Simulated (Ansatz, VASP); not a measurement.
## MoS2: VASP beside Ansatz

```
CELL_PARAMETERS angstrom
1.53990 0.88906 5.79705
-1.53990 0.88906 5.79705
0.00000 -1.77813 5.79705
ATOMIC_POSITIONS crystal
Mo 0.01157 0.98843 0.00000
S 0.74192 0.77653 0.75923
S 0.22347 0.25808 0.24077
```

Change from the starting cell: mode 4 frozen in at -0.053 Å and mode 5 at +0.000 Å (largest displacements).

Alike in both runs: task single point; functional PBEsol; dispersion D3(BJ); k mesh 15 × 15 × 15; occupations gaussian, width 0.15 eV; no spin polarisation.

|  | VASP | Ansatz |
| --- | --- | --- |
| version | VASP 6.6.1 | Ansatz 0.2.0 |
| potentials or method | VASP PAW PBE potentials, release 64 (Mo_sv, S), cutoff 520 eV | scalar-relativistic, plane waves, PAW |
| valence electrons in the cell | 26 | 26 |

Ansatz gave:

- gap on the k mesh at the Fermi level (eV): none
- pressure (GPa): 0.4
- traceless stress, the component that is largest in VASP (GPa): 0.44
- rms of the force components (eV/Å): 0.339

Question: Estimate VASP's values.

Answer: gap on the k mesh at the Fermi level (eV): none; pressure (GPa): 0.5; traceless stress, the component that is largest in VASP (GPa): 0.42; rms of the force components (eV/Å): 0.338.

VASP's potentials were made for PBE, not for PBEsol, and Ansatz warns of the same on its side. Atom by atom the forces differ by 0.002 eV/Å (rms over components). A gap of «none» marks a metal or a gap that the smearing closes.
